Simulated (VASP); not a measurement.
# CdSe (F-43m) in VASP: notebook, part 2 of 3

VASP 6.6.1. The steps go on from the part before.

## Step 4: Single point, LDA

INCAR reads:

```
SYSTEM = CdSe
PREC = Accurate
ENCUT = 500
EDIFF = 1E-6
ISMEAR = 0
SIGMA = 0.01
LREAL = .FALSE.
LASPH = .TRUE.
NELM = 120
ALGO = Normal
ISIF = 2
LWAVE = .FALSE.
LCHARG = .TRUE.
GGA = CA
LELF = .TRUE.
LVHAR = .TRUE.
NBANDS = 16
GGA_COMPAT = .FALSE.
```

KPOINTS reads:

```
Automatic mesh
0
G
  10 10 10
  0 0 0
```

POSCAR reads:

```
CdSe
1.0
    0.0000000000      2.9740320361      2.9740320361
    2.9740320361      0.0000000000      2.9740320361
    2.9740320361      2.9740320361      0.0000000000
Cd Se
1 1
Direct
    0.0000000000      0.0000000000      0.0000000000
    0.2500000000      0.2500000000      0.2500000000
```

Potentials or basis: VASP PAW LDA potentials, release 64 (Cd, Se).

Launch:

```sh
> cat potpaw_LDA.64/Cd/POTCAR potpaw_LDA.64/Se/POTCAR > POTCAR
> mpirun -np 1 vasp_std > vasp.out
```

OUTCAR:

```text
SYSTEM = CdSe
   PREC = Accurate
   ENCUT = 500
   EDIFF = 1E-6
   ISMEAR = 0
   LREAL = .FALSE.
   LASPH = .TRUE.
   NELM = 120
   ISIF = 2
   GGA = CA

 ion  position               nearest neighbor table
   1  0.000  0.000  0.000-   2 2.58   2 2.58   2 2.58   2 2.58
   2  0.250  0.250  0.250-   1 2.58   1 2.58   1 2.58   1 2.58

  LATTYP: Found a face centered cubic cell.
 ALAT       =     5.9480640722

  Lattice vectors:

 A1 = (   0.0000000000,   2.9740320361,   2.9740320361)
 A2 = (   2.9740320361,   0.0000000000,   2.9740320361)
 A3 = (   2.9740320361,   2.9740320361,   0.0000000000)

Analysis of symmetry for initial positions (statically):
=====================================================================
 Subroutine PRICEL returns:
 Original cell was already a primitive cell.

 Routine SETGRP: Setting up the symmetry group for a
 face centered cubic supercell.

 Subroutine GETGRP returns: Found 24 space group operations
 (whereof 24 operations were pure point group operations)
 out of a pool of 48 trial point group operations.

The static configuration has the point symmetry T_d .

Analysis of symmetry for dynamics (positions and initial velocities):
=====================================================================
 Subroutine PRICEL returns:
 Original cell was already a primitive cell.

 Routine SETGRP: Setting up the symmetry group for a
 face centered cubic supercell.

 Subroutine GETGRP returns: Found 24 space group operations
 (whereof 24 operations were pure point group operations)
 out of a pool of 48 trial point group operations.

The dynamic configuration has the point symmetry T_d .

 Subroutine INISYM returns: Found 24 space group operations
 (whereof 24 operations are pure point group operations),
 and found     1 'primitive' translations

----------------------------------------------------------------------------------------

                                     Primitive cell

  volume of cell :      52.6098

  direct lattice vectors                    reciprocal lattice vectors
     0.000000000  2.974032036  2.974032036    -0.168121928  0.168121928  0.168121928
     2.974032036  0.000000000  2.974032036     0.168121928 -0.168121928  0.168121928
     2.974032036  2.974032036  0.000000000     0.168121928  0.168121928 -0.168121928

  length of vectors
     4.205916440  4.205916440  4.205916440     0.291195721  0.291195721  0.291195721

  position of ions in fractional coordinates (direct lattice)
     0.000000000  0.000000000  0.000000000
     0.250000000  0.250000000  0.250000000

  ion indices of the primitive-cell ions
   primitive index   ion index
                 1           1
                 2           2

----------------------------------------------------------------------------------------

 KPOINTS: Automatic mesh

Automatic generation of k-mesh.
 Grid dimensions read from file:
 generate k-points for:   10   10   10

 Generating k-lattice:

  Cartesian coordinates                     Fractional coordinates (reciprocal lattice)
    -0.016812193  0.016812193  0.016812193     0.100000000  0.000000000  0.000000000
     0.016812193 -0.016812193  0.016812193     0.000000000  0.100000000  0.000000000
     0.016812193  0.016812193 -0.016812193     0.000000000  0.000000000  0.100000000

  Length of vectors
     0.029119572  0.029119572  0.029119572

  Shift w.r.t. Gamma in fractional coordinates (k-lattice)
     0.000000000  0.000000000  0.000000000

 Subroutine IBZKPT returns following result:
 ===========================================

 Found     47 irreducible k-points:

 Following reciprocal coordinates:
            Coordinates               Weight
  0.000000  0.000000  0.000000      1.000000
  0.100000  0.000000  0.000000      8.000000
  0.200000  0.000000  0.000000      8.000000
  0.300000  0.000000  0.000000      8.000000
  0.400000  0.000000  0.000000      8.000000
  0.500000  0.000000  0.000000      4.000000
[... 16 lines left out ...]
  0.300000  0.300000  0.000000      6.000000
  0.400000  0.300000  0.000000     24.000000
 [... further k-points ...]
   k-points           NKPTS =     47   k-points in BZ     NKDIM =     47   number of bands    NBANDS=     16
   number of dos      NEDOS =    301   number of ions     NIONS =      2
   total plane-waves  NPLWV =  32768
   dimension x,y,z NGX =    32 NGY =   32 NGZ =   32
   dimension x,y,z NGXF=    64 NGYF=   64 NGZF=   64
   ions per type =               1   1
   NGX,Y,Z   is equivalent  to a cutoff of  12.65, 12.65, 12.65 a.u.
   NGXF,Y,Z  is equivalent  to a cutoff of  25.30, 25.30, 25.30 a.u.
 SYSTEM =  CdSe
   PREC   = accura    normal or accurate (medium, high low for compatibility)
   ISTART =      0    job   : 0-new  1-cont  2-samecut
   ICHARG =      2    charge: 1-file 2-atom 10-const
   ISPIN  =      1    spin polarized calculation?
   LNONCOLLINEAR =      F non collinear calculations
   LSORBIT =      F    spin-orbit coupling
   LASPH  =      T    aspherical Exc in radial PAW
   ENCUT  =  500.0 eV  36.75 Ry    6.06 a.u.   7.67  7.67  7.67*2*pi/ulx,y,z
   NELM   =    120;   NELMIN=  2; NELMDL= -5     # of ELM steps
   EDIFF  = 0.1E-05   stopping-criterion for ELM
   LREAL  =      F    real-space projection
   EDIFFG = 0.1E-04   stopping-criterion for IOM
   NSW    =      0    number of steps for IOM
   IBRION =     -1    ionic relax: 0-MD 1-quasi-New 2-CG
   NFREE  =      0    steps in history (QN), initial steepest desc. (CG)
   ISIF   =      2    stress and relaxation
   ISYM   =      2    0-nonsym 1-usesym 2-fastsym
   POTIM  = 0.5000    time-step for ionic-motion
   TEBEG  =    0.0;   TEEND  =   0.0 temperature during run
   PSTRESS=    0.0 pullay stress
   NELECT =      18.0000    total number of electrons
   NUPDOWN=      -1.0000    fix difference up-down
   EMIN   =  10.00;   EMAX   =-10.00  energy-range for DOS
   EFERMI =   0.00;   METHOD = LEGACY
   ISMEAR =     0;   SIGMA  =   0.01  broadening in eV -4-tet -1-fermi 0-gaus
   EFERMI_NEDOS =   21; number of points for ismear=-14 and -15
   IALGO  =     38    algorithm
   IMIX   =      4    mixing-type and parameters
     AMIX     =   0.40;   BMIX     =  1.00
     AMIX_MAG =   1.60;   BMIX_MAG =  1.00
  volume/ion in A,a.u.               =      26.30       177.51
  Fermi-wavevector in a.u.,A,eV,Ry     =   1.145012  2.163759 17.837951  1.311052
  Thomas-Fermi vector in A             =   2.281702
   LORBIT       =      0    0 simple, 1 ext, 2 COOP (PROOUT), +10 PAW based schemes
   GGA     = CA    functional components
   LHFCALC =     F    Hartree Fock is set to
   AEXX    =    0.0000 exact exchange contribution
   IVDW    =     0    specifies the selected vdW correction
   LEPSILON=     F    determine dielectric tensor
   LRPA    =     F    only Hartree local field effects (RPA)
 non-spin polarized calculation
 Gauss-broadening in eV      SIGMA  =   0.01
  energy-cutoff  :      500.00
  volume of cell :       52.61
 maximum number of plane-waves:      1363
   NGX = 15   NGY = 15   NGZ = 15

 number of electron      18.0000000 magnetization

 Free energy of the ion-electron system (eV)
  ---------------------------------------------------
  ext. energy  EPLUGINS =         0.00000000
  ---------------------------------------------------
  free energy    TOTEN  =        -6.74796767 eV

  energy without entropy =       -6.74796767  energy(sigma->0) =       -6.74796767

 E-fermi :   1.4660     XC(G=0):  -9.5897

 val. band max:        1.3853420278   @ k =   0.0000   0.0000   0.0000
 cond. band min:       1.8849617067   @ k =   0.0000   0.0000   0.0000
 fundamental gap:      0.4996196790
 Fermi energy:         1.4660342635

 k-point     1 :       0.0000    0.0000    0.0000
  band No.  band energies     occupation
      1     -11.6645      2.00000
      2      -6.8268      2.00000
      3      -6.8268      2.00000
      4      -6.8268      2.00000
      5      -6.3698      2.00000
      6      -6.3698      2.00000
[... 8 lines left out ...]
     15      12.6324      0.00000
     16      12.6324      0.00000

 k-point     2 :       0.1000    0.0000    0.0000
  band No.  band energies     occupation
      1     -11.6231      2.00000
      2      -6.8131      2.00000
      3      -6.8131      2.00000
      4      -6.7959      2.00000
      5      -6.3709      2.00000
      6      -6.3709      2.00000
[... 8 lines left out ...]
     15      11.9052      0.00000
     16      11.9052      0.00000
[... 387 lines left out ...]
      5      -6.3349      2.00000
      6      -6.3225      2.00000
[... 8 lines left out ...]
     15      13.3307      0.00000
     16      15.5117      0.00000

 k-point    24 :       0.4000    0.3000    0.0000
  band No.  band energies     occupation
      1     -11.1957      2.00000
      2      -6.6352      2.00000
      3      -6.5895      2.00000
      4      -6.5472      2.00000
      5      -6.3151      2.00000
      6      -6.1968      2.00000
[... 8 lines left out ...]
     15      13.7503      0.00000
     16      15.3348      0.00000

 [... further k-points ...]
[... 5 lines left out ...]
  --------------------------------------------------------------------------------------
  -------------------------------------------------------------------------------------
  Total        0.7930926      0.7930926      0.7930926     -0.0000000     -0.0000000     -0.0000000
  in kB       24.1528053     24.1528053     24.1528053     -0.0000000     -0.0000000     -0.0000000
  external PRESSURE =      24.1528053 kB  Pullay stress =       0.0000000 kB

 VOLUME and BASIS-vectors are now :
 -----------------------------------------------------------------------------
  energy-cutoff  :      500.00
  volume of cell :       52.61
      direct lattice vectors                 reciprocal lattice vectors
     0.000000000  2.974032036  2.974032036    -0.168121928  0.168121928  0.168121928
     2.974032036  0.000000000  2.974032036     0.168121928 -0.168121928  0.168121928
     2.974032036  2.974032036  0.000000000     0.168121928  0.168121928 -0.168121928

 POSITION                                       TOTAL-FORCE (eV/Angst)
 -----------------------------------------------------------------------------------
      0.00000      0.00000      0.00000         0.000000      0.000000      0.000000
      1.48702      1.48702      1.48702        -0.000000     -0.000000     -0.000000
 -----------------------------------------------------------------------------------
    total drift:                               -0.000000     -0.000000      0.000000

  FREE ENERGIE OF THE ION-ELECTRON SYSTEM (eV)
  ---------------------------------------------------
  free  energy   TOTEN  =        -6.7479676749 eV

  energy  without entropy=       -6.7479676749  energy(sigma->0) =       -6.74796767
```

stdout:

```text
POSCAR found type information on POSCAR CdSe
 POSCAR found :  2 types and       2 ions
 scaLAPACK will be used
 LDA part: xc-table for (Slater(with rela. corr.)+CA(PZ))
 , standard interpolation
 POSCAR, INCAR and KPOINTS ok, starting setup
 FFT: planning ... GRIDC
 FFT: planning ... GRID_SOFT
 FFT: planning ... GRID
 WAVECAR not read
 entering main loop
```

Run time: 56 s. Hardware: 1 thread of Intel Xeon 8259CL, shared host; peak memory 0.14 GiB.

Results:

```yaml
Free_energy: -6.7480 eV
Pressure: 2.4 GPa
Band_gap_on_the_k_mesh: 0.50 eV
```

Caveat: semilocal functionals underestimate gaps, and a narrow one can read as zero.

(Part 2 of 3 ends here.)
